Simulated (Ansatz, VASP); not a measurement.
**KTe4 in VASP and in Ansatz**

```
K Te
1.0
     2.84391    1.64193    5.88202
    -2.84391    1.64193    5.88202
     0.00000   -3.28386    5.88202
K Te
1 4
Direct
  0.50000 0.50000 0.50000
  0.27865 0.27865 0.27865
  0.08067 0.08067 0.08067
  0.91933 0.91933 0.91933
  0.72135 0.72135 0.72135
```

Alike in both runs: functional PBE; k mesh 6 × 6 × 6; occupations gaussian, width 0.1 eV; no spin polarisation.

Ansatz relaxed the structure, and its values are those at the end. VASP's run is a single point on that final structure, the one shown.

```csv
,VASP,Ansatz
version,VASP 6.6.1,Ansatz 0.2.0
potentials or method,"VASP PAW PBE potentials, release 64 (K_sv, Te), cutoff 520 eV","scalar-relativistic, plane waves, PAW"
valence electrons in the cell,33,73
```

```csv
,VASP,Ansatz,Ansatz less VASP
gap on the k mesh at the Fermi level (eV),none,none,-
pressure (GPa),-0.1,-0.1,+0.01
rms of the force components (eV/Å),0.012,0.013,+0.0010
```

A gap of «none» marks a metal or a gap that the smearing closes. VASP's potentials hold 33 valence electrons a cell and Ansatz's 73, so a difference there can come from the potentials and not from the codes.

Neither program's run includes spin-orbit coupling.
